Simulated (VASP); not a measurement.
Set up this calculation in VASP 6.6.1, as the native input.

* Task: single point
* Functional: r2SCAN
* Potentials or basis: VASP PAW PBE potentials, release 64 (Hf_pv, C)
* Cutoff: 520 eV
* k mesh: 16 × 16 × 16
* Occupations: gaussian, width 0.1 eV
* Spin: no spin polarisation
* Dipole correction: no
* Further INCAR settings: ALGO = Normal; EDIFF = 1e-07; NBANDS = 14

HfC:

```
Hf C
1.0
     0.00000    2.27303    2.27303
     2.27303    0.00000    2.27303
     2.27303    2.27303    0.00000
Hf C
1 1
Cartesian
  2.2730 2.2730 2.2730
  0.0000 0.0000 0.0000
```

These files were run (other wordings do the same):

POSCAR

```
HfC
1.0
    0.0000000000      2.2730284846      2.2730284846
    2.2730284846      0.0000000000      2.2730284846
    2.2730284846      2.2730284846      0.0000000000
Hf C
1 1
Direct
    0.5000000000      0.5000000000      0.5000000000
    0.0000000000      0.0000000000      0.0000000000
```

INCAR.step1

```
ALGO     = Normal         # electronic algorithm
EDIFF    = 1E-4           # SCF threshold, eV
ENCUT    = 520            # plane-wave cutoff, eV
GGA      = PE             # functional
ISMEAR   = 0              # smearing method
LASPH    = T              # aspherical terms in the spheres
LCHARG   = F              # write CHGCAR
LREAL    = F              # projectors in reciprocal space
LWAVE    = T              # write WAVECAR
NBANDS   = 14             # bands
NELM     = 80             # most SCF steps
PREC     = Accurate       # precision mode
SIGMA    = 0.1            # smearing width, eV
```

INCAR.step2

```
ALGO     = Normal         # electronic algorithm
EDIFF    = 1E-7           # SCF threshold, eV
ENCUT    = 520            # plane-wave cutoff, eV
ISIF     = 2              # what is computed and relaxed
ISMEAR   = 0              # smearing method
ISTART   = 1            
LASPH    = T              # aspherical terms in the spheres
LCHARG   = T              # write CHGCAR
LELF     = T              # ELF
LMIXTAU  = T            
LREAL    = F              # projectors in reciprocal space
LVHAR    = T            
LWAVE    = F              # write WAVECAR
METAGGA  = R2SCAN         # meta-GGA
NBANDS   = 14             # bands
NELM     = 80             # most SCF steps
PREC     = Accurate       # precision mode
SIGMA    = 0.1            # smearing width, eV
```

KPOINTS

```
k-points
0
Gamma
  16 16 16
```

Potentials or basis: VASP PAW PBE potentials, release 64 (Hf_pv, C).

Run with:

```bash
$ cat potpaw_PBE.64/Hf_pv/POTCAR potpaw_PBE.64/C/POTCAR > POTCAR
$ cp INCAR.step1 INCAR
$ mpirun -np 1 vasp_std > vasp.out
$ cp INCAR.step2 INCAR
$ mpirun -np 1 vasp_std > vasp.out
```

It gave:

The pressure is 16.3 GPa. The band gap on the k mesh is zero (bands 7 and 8 overlap by 1.51 eV).

Caveat: the cell stands under pressure; the PAW data sets were made with another functional, which shifts forces and pressure a little; spin-orbit coupling is left out, which moves the levels of the heavy elements.

Wall time 63 s on 1 thread of Intel(R) Xeon(R) 6975P-C (Granite Rapids), on a shared host, peak memory 0.18 GiB.
